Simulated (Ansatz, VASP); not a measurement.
**C: VASP beside Ansatz**

Contents of INCAR:

```
SYSTEM = C
  ALGO = Normal
  EDIFF = 1E-6
  EDIFFG = -0.015
  ENCUT = 600
  GGA = PE
  IBRION = 2
  ISIF = 3
  ISMEAR = 0
  LASPH = .True.
  LCHARG = .False.
  LREAL = .False.
  LWAVE = .False.
  NELM = 100
  NSW = 80
  PREC = Accurate
  SIGMA = 0.02
```

File KPOINTS:

```
k-points
0
Gamma
  10 10 10
  0 0 0
```

The input POSCAR:

```
C
1.0
    0.0000000000      1.7858181871     -1.7858181871
    3.5716363742      0.0000000000      0.0000000000
   -1.7858181871     -3.5716363742     -1.7858181871
C
6
Direct
    0.1666666667      0.4166666667      0.3333333333
    0.5000000000      0.7500000000      0.0000000000
    0.8333333333      0.0833333333      0.6666666667
    0.3333333333      0.3333333333      0.6666666667
    0.6666666667      0.6666666667      0.3333333333
    1.0000000000      0.0000000000      1.0000000000
```

Input for Ansatz:

```yaml
crystal:
  lattice:
    - [0.0, 1.7858181871, -1.7858181871]
    - [3.5716363742, 0.0, 0.0]
    - [-1.7858181871, -3.5716363742, -1.7858181871]
  atoms:
    - { symbol: C, position: [0.1666666667, 0.4166666667, 0.3333333333] }
    - { symbol: C, position: [0.5, 0.75, 0.0] }
    - { symbol: C, position: [0.8333333333, 0.0833333333, 0.6666666667] }
    - { symbol: C, position: [0.3333333333, 0.3333333333, 0.6666666667] }
    - { symbol: C, position: [0.6666666667, 0.6666666667, 0.3333333333] }
    - { symbol: C, position: [1.0, 0.0, 1.0] }
basis:
  ecutwfc: 420
kpoints:
  mp_grid: { grid: [10, 10, 10] }
hamiltonian:
  xc: pbe
scf:
  occupations: { method: gaussian, width: 0.02 }
output:
  forces: true
  stress: true
  eigenvalues: true
  write_density: true
  write_potential: true
  elf: true
  volumetric_format: npy
relax:
  adjacent_minimum: "off"
  f_tol: 0.015
  max_steps: 60
  cell: { stress_tol: 0.15 }
```

Alike in both runs: task relaxation of cell and atoms; functional PBE; k mesh 10 × 10 × 10; occupations gaussian, width 0.02 eV; no spin polarisation.

```csv
,VASP,Ansatz
version,VASP 6.6.1,Ansatz 0.2.0
potentials or method,"VASP PAW PBE potentials, release 64 (C), cutoff 600 eV","scalar-relativistic, plane waves, PAW"
valence electrons in the cell,24,24
```

Ansatz gave:

| Property | Result |
| --- | --- |
| gap on the k mesh at the Fermi level, each at its own relaxed structure (eV) | 4.17 |
| relaxed volume (Å³/atom) | 5.70 |
| relaxed length of the cell vector where the two differ most in proportion (Å) | 2.526 |

**Question.** What did VASP give for the same quantities?

**Answer.** gap on the k mesh at the Fermi level, each at its own relaxed structure (eV): 4.16; relaxed volume (Å³/atom): 5.70; relaxed length of the cell vector where the two differ most in proportion (Å): 2.526.

Noted on VASP's run: the relaxation stopped at its first step, so nothing moved.
